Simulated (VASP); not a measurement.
Here is a VASP 6.6.1 calculation.

File INCAR:

```
  AGGAC = 1.0
  AGGAX = 1.0
  ALDAC = 0.0
  ALDAX = 1.0
  ALGO = Normal
  EDIFF = 1E-6
  ENCUT = 520
  GGA = B5
  ISIF = 2
  ISMEAR = -1
  LASPH = True
  LCHARG = True
  LELF = True
  LREAL = False
  LVHAR = True
  LWAVE = False
  NBANDS = 11
  NELM = 100
  PREC = Accurate
  SIGMA = 0.05
```

File KPOINTS:

```
k-points
0
Gamma
  8 8 8
```

Contents of POSCAR:

```
Si
1.0
    0.0000000000      2.7035831784      2.7035831784
    2.7035831784      0.0000000000      2.7035831784
    2.7035831784      2.7035831784      0.0000000000
Si
2
Direct
    0.5000000000      0.5000000000      0.5000000000
    0.7500000000      0.7500000000      0.7500000000
```

Potentials or basis: VASP PAW PBE potentials, release 64 (Si).

Run with:

```bash
$ cat potpaw_PBE.64/Si/POTCAR > POTCAR
$ mpirun -np 1 vasp_std > vasp.out
```

Task: Predict the pressure.

Result: 6.4 GPa.

Task: What does it give for the band gap on the k mesh?

Result: 0.82 eV, indirect (least direct gap 2.71 eV).

Caveat: the PAW data sets were made with another functional, which shifts forces and pressure a little. A k mesh can miss the band edges.
